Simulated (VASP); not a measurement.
Runs of VASP 6.6.1 on NaCl. The structure is that of space group Fm-3m (No. 225), or close to it. The cells are those of the table. 

```csv
task,level,cell,cutoff (eV),smearing,gap on the mesh (eV),pressure (GPa)
single point,r2SCAN,"a = 4.028 Å, angles 60.0°, 2 atoms",520,gaussian 0.02 eV,5.80,-1.4
single point,PBE,"a = 3.903 Å, angles 60.0°, 2 atoms",520,gaussian 0.02 eV,(c),2.7
single point,PBE,"a = 3.946 Å, angles 60.0°, 2 atoms",520,gaussian 0.02 eV,(a),1.7
single point,PBE,"a = 4.107 Å, angles 60.0°, 2 atoms",520,gaussian 0.02 eV,4.79,-1.2
single point,PBE,"a = 3.860 Å, angles 60.0°, 2 atoms",520,gaussian 0.02 eV,5.51,(b)
single point,PBE,"a = 4.028 Å, angles 60.0°, 2 atoms",520,gaussian 0.01 eV,4.99,0.0
single point,PBE,"a = 4.158 Å, angles 60.0°, 2 atoms",520,gaussian 0.02 eV,4.66,-1.8
relaxation of cell and atoms,PBE,"relaxed from a = 4.028 Å, angles 60.0°, 2 atoms",600,gaussian 0.01 eV,4.99,0.0
single point,PBE,"a = 4.028 Å, angles 60.0°, 2 atoms",520,gaussian 0.02 eV,4.99,0.0
single point,PBE,"a = 4.068 Å, angles 60.0°, 2 atoms",520,gaussian 0.02 eV,4.89,-0.7
single point,PBE,"a = 3.987 Å, angles 60.0°, 2 atoms",520,gaussian 0.02 eV,(d),0.7
```

Alike in all rows: potentials or basis VASP PAW PBE potentials, release 64 (Na_pv, Cl); no spin polarisation; k mesh 8 × 8 × 8.

Fill in the values left out.

(a) 5.23; (b) 4.0; (c) 5.37; (d) 5.11.

Caveats: the PAW data sets were made with another functional, which shifts forces and pressure a little (at least some runs); the cell stands under pressure (at least some runs); the relaxation stopped at its first step, so nothing moved (at least some runs).

A k mesh can miss the band edges.
